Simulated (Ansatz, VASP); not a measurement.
# Two plane-wave programs on Na3CuBi

```
Na Cu Bi
1.0
     5.95779    0.00000    0.00000
     0.00000    5.95779    0.00000
     0.00000    0.00000    5.95779
Na Cu Bi
3 1 1
Direct
  0.00000 0.50000 0.50000
  0.50000 0.00000 0.50000
  0.50000 0.50000 0.00000
  0.00000 0.00000 0.00000
  0.50000 0.50000 0.50000
```

Alike in both runs: functional PBE; k mesh 6 × 6 × 6; occupations gaussian, width 0.1 eV; no spin polarisation.

Ansatz relaxed the structure, and its values are those at the end. VASP's run is a single point on that final structure, the one shown.

```csv
,VASP,Ansatz
version,VASP 6.6.1,Ansatz 0.2.0
potentials or method,"VASP PAW PBE potentials, release 64 (Na_pv, Cu, Bi_d), cutoff 520 eV","scalar-relativistic, plane waves, PAW"
valence electrons in the cell,47,61
```

```csv
,VASP,Ansatz,Ansatz less VASP
gap on the k mesh at the Fermi level (eV),none,none,-
pressure (GPa),0.0,0.0,+0.01
```

A gap of «none» marks a metal or a gap that the smearing closes. With one functional, cell and mesh, what is left measures potentials, basis and numerics. VASP's potentials hold 47 valence electrons a cell and Ansatz's 61, so a difference there can come from the potentials and not from the codes.

Spin-orbit coupling is off throughout.
